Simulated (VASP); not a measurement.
# Sr (Fmmm) in VASP: single point with r2SCAN

Aim: the single point of Sr with r2SCAN.

All numbers are computed with VASP 6.6.1; they aren't measurements. Logs are shortened: lines on timing, memory, paths and dates and some standing lists are left out, and cuts for length are marked.

## Step 1: The cell of the first run

Symmetry: Fmmm, No. 69, orthorhombic system. The conventional cell has a = 4.368 Å, b = 7.012 Å, c = 14.861 Å, α = 90.00°, β = 90.00°, γ = 90.00°. Within 5.1 Å of Sr (site symmetry mm2) lie 11 Sr at 3.91 to 4.97 Å.

## Step 2: Single point, r2SCAN

POSCAR reads:

```
Sr
1.0
    0.0000000000      3.5058361143      7.4303259657
    2.1837923169      0.0000000000      7.4303259657
    2.1837923169      3.5058361143      0.0000000000
Sr
2
Direct
    0.8684097287      0.8684097287      0.1315902713
    0.1315902713      0.1315902713      0.8684097287
```

INCAR.step1 reads:

```
PREC = Accurate
ENCUT = 550
ISMEAR = 0
SIGMA = 0.1
LREAL = F
LASPH = T
NELM = 120
NBANDS = 17
GGA = PE
ALGO = Normal
EDIFF = 1E-5
LWAVE = T
LCHARG = F
GGA_COMPAT = F
KPAR = 4
```

INCAR.step2 reads:

```
PREC = Accurate
ENCUT = 550
EDIFF = 1E-6
ISMEAR = 0
SIGMA = 0.1
LREAL = F
LASPH = T
NELM = 120
ALGO = Normal
ISIF = 2
LWAVE = F
LCHARG = F
METAGGA = R2SCAN
LMIXTAU = T
NBANDS = 17
ISTART = 1
GGA_COMPAT = F
KPAR = 4
```

KPOINTS reads:

```
Automatic mesh
0
Gamma
  16 16 16
```

Potentials or basis: VASP PAW PBE potentials, release 64 (Sr_sv).

Started as:

```sh
cat potpaw_PBE.64/Sr_sv/POTCAR > POTCAR
cp INCAR.step1 INCAR
mpirun -np 4 vasp_std > vasp.out
cp INCAR.step2 INCAR
mpirun -np 4 vasp_std > vasp.out
```

OUTCAR:

```text
PREC = Accurate
   ENCUT = 550
   EDIFF = 1E-6
   ISMEAR = 0
   LREAL = F
   LASPH = T
   NELM = 120
   ISIF = 2
   METAGGA = R2SCAN
   ISTART = 1

 ion  position               nearest neighbor table
   1  0.868  0.868  0.132-   2 3.91   2 4.14   2 4.14   2 4.97   2 4.97
   2  0.132  0.132  0.868-   1 3.91   1 4.14   1 4.14   1 4.97   1 4.97

  LATTYP: Found a face centered orthorhombic cell.
 ALAT       =     4.3675846338
 B/A-ratio  =     1.6053889773
 C/A-ratio  =     3.4024874564

  Lattice vectors:

 A1 = (   0.0000000000,   3.5058361143,   7.4303259657)
 A2 = (   2.1837923169,   0.0000000000,   7.4303259657)
 A3 = (   2.1837923169,   3.5058361143,   0.0000000000)

Analysis of symmetry for initial positions (statically):
=====================================================================
 Subroutine PRICEL returns:
 Original cell was already a primitive cell.

 Routine SETGRP: Setting up the symmetry group for a
 face centered orthorhombic supercell.

 Subroutine GETGRP returns: Found  8 space group operations
 (whereof  8 operations were pure point group operations)
 out of a pool of  8 trial point group operations.

The static configuration has the point symmetry D_2h.

Analysis of symmetry for dynamics (positions and initial velocities):
=====================================================================
 Subroutine PRICEL returns:
 Original cell was already a primitive cell.

 Routine SETGRP: Setting up the symmetry group for a
 face centered orthorhombic supercell.

 Subroutine GETGRP returns: Found  8 space group operations
 (whereof  8 operations were pure point group operations)
 out of a pool of  8 trial point group operations.

The dynamic configuration has the point symmetry D_2h.

 Subroutine INISYM returns: Found  8 space group operations
 (whereof  8 operations are pure point group operations),
 and found     1 'primitive' translations

----------------------------------------------------------------------------------------

                                     Primitive cell

  volume of cell :     113.7734

  direct lattice vectors                    reciprocal lattice vectors
     0.000000000  3.505836114  7.430325966    -0.228959501  0.142619331  0.067291799
     2.183792317  0.000000000  7.430325966     0.228959501 -0.142619331  0.067291799
     2.183792317  3.505836114  0.000000000     0.228959501  0.142619331 -0.067291799

  length of vectors
     8.215876753  7.744591199  4.130355402     0.278012433  0.278012433  0.278012433

  position of ions in fractional coordinates (direct lattice)
     0.868409729  0.868409729  0.131590271
     0.131590271  0.131590271  0.868409729

  ion indices of the primitive-cell ions
   primitive index   ion index
                 1           1
                 2           2

----------------------------------------------------------------------------------------

 KPOINTS: Automatic mesh

Automatic generation of k-mesh.
 Grid dimensions read from file:
 generate k-points for:   16   16   16

 Generating k-lattice:

  Cartesian coordinates                     Fractional coordinates (reciprocal lattice)
    -0.014309969  0.008913708  0.004205737     0.062500000  0.000000000  0.000000000
     0.014309969 -0.008913708  0.004205737    -0.000000000  0.062500000 -0.000000000
     0.014309969  0.008913708 -0.004205737     0.000000000  0.000000000  0.062500000

  Length of vectors
     0.017375777  0.017375777  0.017375777

  Shift w.r.t. Gamma in fractional coordinates (k-lattice)
     0.000000000  0.000000000  0.000000000

 Subroutine IBZKPT returns following result:
 ===========================================

 Found    621 irreducible k-points:

 Following reciprocal coordinates:
            Coordinates               Weight
  0.000000  0.000000  0.000000      1.000000
  0.062500 -0.000000  0.000000      8.000000
  0.125000 -0.000000  0.000000      8.000000
  0.187500  0.000000  0.000000      8.000000
  0.250000 -0.000000  0.000000      8.000000
  0.312500 -0.000000  0.000000      8.000000
[... 16 lines left out ...]
 -0.125000  0.062500 -0.000000      8.000000
 -0.062500  0.062500 -0.000000      4.000000
 [... further k-points ...]
   k-points           NKPTS =    621   k-points in BZ     NKDIM =    621   number of bands    NBANDS=     17
   number of dos      NEDOS =    301   number of ions     NIONS =      2
   total plane-waves  NPLWV = 122880
   dimension x,y,z NGX =    64 NGY =   60 NGZ =   32
   dimension x,y,z NGXF=   128 NGYF=  120 NGZF=   64
   ions per type =               2
   NGX,Y,Z   is equivalent  to a cutoff of  12.95, 12.88, 12.88 a.u.
   NGXF,Y,Z  is equivalent  to a cutoff of  25.90, 25.76, 25.76 a.u.
 SYSTEM =  unknown system
   PREC   = accura    normal or accurate (medium, high low for compatibility)
   ISTART =      1    job   : 0-new  1-cont  2-samecut
   ICHARG =      0    charge: 1-file 2-atom 10-const
   ISPIN  =      1    spin polarized calculation?
   LNONCOLLINEAR =      F non collinear calculations
   LSORBIT =      F    spin-orbit coupling
   LASPH  =      T    aspherical Exc in radial PAW
   ENCUT  =  550.0 eV  40.42 Ry    6.36 a.u.  15.71 14.81  7.90*2*pi/ulx,y,z
   NELM   =    120;   NELMIN=  2; NELMDL=  0     # of ELM steps
   EDIFF  = 0.1E-05   stopping-criterion for ELM
   LREAL  =      F    real-space projection
   EDIFFG = 0.1E-04   stopping-criterion for IOM
   NSW    =      0    number of steps for IOM
   IBRION =     -1    ionic relax: 0-MD 1-quasi-New 2-CG
   NFREE  =      0    steps in history (QN), initial steepest desc. (CG)
   ISIF   =      2    stress and relaxation
   ISYM   =      2    0-nonsym 1-usesym 2-fastsym
   POTIM  = 0.5000    time-step for ionic-motion
   TEBEG  =    0.0;   TEEND  =   0.0 temperature during run
   PSTRESS=    0.0 pullay stress
   NELECT =      20.0000    total number of electrons
   NUPDOWN=      -1.0000    fix difference up-down
   EMIN   =  10.00;   EMAX   =-10.00  energy-range for DOS
   EFERMI =   0.00;   METHOD = LEGACY
   ISMEAR =     0;   SIGMA  =   0.10  broadening in eV -4-tet -1-fermi 0-gaus
   EFERMI_NEDOS =   21; number of points for ismear=-14 and -15
   IALGO  =     38    algorithm
   IMIX   =      4    mixing-type and parameters
     AMIX     =   0.40;   BMIX     =  1.00
     AMIX_MAG =   1.60;   BMIX_MAG =  1.00
  volume/ion in A,a.u.               =      56.89       383.89
  Fermi-wavevector in a.u.,A,eV,Ry     =   0.917074  1.733019 11.442845  0.841025
  Thomas-Fermi vector in A             =   2.042002
   LORBIT       =      0    0 simple, 1 ext, 2 COOP (PROOUT), +10 PAW based schemes
   METAGGA = R2SCAN    functional components
   LHFCALC =     F    Hartree Fock is set to
   AEXX    =    0.0000 exact exchange contribution
   IVDW    =     0    specifies the selected vdW correction
   LEPSILON=     F    determine dielectric tensor
   LRPA    =     F    only Hartree local field effects (RPA)
 non-spin polarized calculation
 Gauss-broadening in eV      SIGMA  =   0.10
  energy-cutoff  :      550.00
  volume of cell :      113.77
 maximum number of plane-waves:      3365
   NGX = 31   NGY = 29   NGZ = 15

 number of electron      20.0000000 magnetization

 Free energy of the ion-electron system (eV)
  ---------------------------------------------------
  ext. energy  EPLUGINS =         0.00000000
  ---------------------------------------------------
  free energy    TOTEN  =       -29.95565984 eV

  energy without entropy =      -29.94093517  energy(sigma->0) =      -29.94829751

 E-fermi :   1.4028     XC(G=0):  -7.6646

 val. band max:        1.4020556259   @ k =  -0.3125   0.1250   0.3750
 cond. band min:       1.4033524797   @ k =  -0.1875   0.2500   0.3125
 fundamental gap:      0.0012968539
 Fermi energy:         1.4027624806

 k-point     1 :       0.0000    0.0000    0.0000
  band No.  band energies     occupation
      1     -36.6950      2.00000
      2     -36.6796      2.00000
      3     -18.1659      2.00000
      4     -17.9717      2.00000
      5     -17.9561      2.00000
      6     -17.9502      2.00000
[... 9 lines left out ...]
     16       4.8723      0.00000
     17       5.3523      0.00000

 k-point     2 :       0.0625   -0.0000    0.0000
  band No.  band energies     occupation
      1     -36.6945      2.00000
      2     -36.6793      2.00000
      3     -18.1636      2.00000
      4     -17.9772      2.00000
      5     -17.9614      2.00000
      6     -17.9526      2.00000
[... 9 lines left out ...]
     16       4.8546      0.00000
     17       5.2585      0.00000

 k-point     3 :       0.1250   -0.0000    0.0000
  band No.  band energies     occupation
      1     -36.6929      2.00000
      2     -36.6784      2.00000
      3     -18.1569      2.00000
      4     -17.9938      2.00000
      5     -17.9795      2.00000
      6     -17.9567      2.00000
[... 9 lines left out ...]
     16       4.8328      0.00000
     17       5.1001      0.00000

 k-point     4 :       0.1875    0.0000    0.0000
  band No.  band energies     occupation
      1     -36.6906      2.00000
      2     -36.6771      2.00000
      3     -18.1470      2.00000
      4     -18.0206      2.00000
      5     -18.0063      2.00000
      6     -17.9626      2.00000
[... 9 lines left out ...]
     16       4.8859      0.00000
     17       5.1791      0.00000
[... 343 lines left out ...]
      1     -36.6881      2.00000
      2     -36.6753      2.00000
      3     -18.1408      2.00000
      4     -18.0503      2.00000
      5     -18.0392      2.00000
      6     -17.9688      2.00000
[... 9 lines left out ...]
     16       5.1116      0.00000
     17       5.3110      0.00000

 k-point    23 :      -0.1250    0.0625   -0.0000
  band No.  band energies     occupation
      1     -36.6908      2.00000
      2     -36.6769      2.00000
      3     -18.1507      2.00000
      4     -18.0182      2.00000
      5     -18.0085      2.00000
      6     -17.9620      2.00000
[... 9 lines left out ...]
     16       4.8905      0.00000
     17       5.1983      0.00000

 k-point    24 :      -0.0625    0.0625   -0.0000
  band No.  band energies     occupation
      1     -36.6931      2.00000
      2     -36.6783      2.00000
      3     -18.1589      2.00000
      4     -17.9928      2.00000
      5     -17.9804      2.00000
      6     -17.9567      2.00000
[... 9 lines left out ...]
     16       4.8221      0.00000
     17       5.1343      0.00000

 [... further k-points ...]
[... 5 lines left out ...]
  --------------------------------------------------------------------------------------
  -------------------------------------------------------------------------------------
  Total        0.0158203     -0.0031868      0.0260811     -0.0000000      0.0000000      0.0000000
  in kB        0.2227836     -0.0448765      0.3672793     -0.0000000      0.0000000      0.0000000
  external PRESSURE =       0.1817288 kB  Pullay stress =       0.0000000 kB

 VOLUME and BASIS-vectors are now :
 -----------------------------------------------------------------------------
  energy-cutoff  :      550.00
  volume of cell :      113.77
      direct lattice vectors                 reciprocal lattice vectors
     0.000000000  3.505836114  7.430325966    -0.228959501  0.142619331  0.067291799
     2.183792317  0.000000000  7.430325966     0.228959501 -0.142619331  0.067291799
     2.183792317  3.505836114  0.000000000     0.228959501  0.142619331 -0.067291799

 POSITION                                       TOTAL-FORCE (eV/Angst)
 -----------------------------------------------------------------------------------
      2.18379      3.50584     12.90513         0.000000      0.000000      0.001484
      2.18379      3.50584      1.95552         0.000000      0.000000     -0.001484
 -----------------------------------------------------------------------------------
    total drift:                               -0.000000     -0.000000      0.000000

  FREE ENERGIE OF THE ION-ELECTRON SYSTEM (eV)
  ---------------------------------------------------
  free  energy   TOTEN  =       -29.9556598393 eV

  energy  without entropy=      -29.9409351709  energy(sigma->0) =      -29.94829751
```

Wall time 17 min (4 MPI ranks of Intel Xeon 6975P-C (Granite Rapids), shared host); peak memory 1.2 GiB.

What came out:

```yaml
Free_energy: -29.9557 eV
Pressure: 0.0 GPa
Band_gap_on_the_k_mesh: zero (band 10 reaches 1.73 eV, above the bottom of band 11 at 1.17 eV)
```

Caveat: the PAW data sets were made with another functional, which shifts forces and pressure a little.
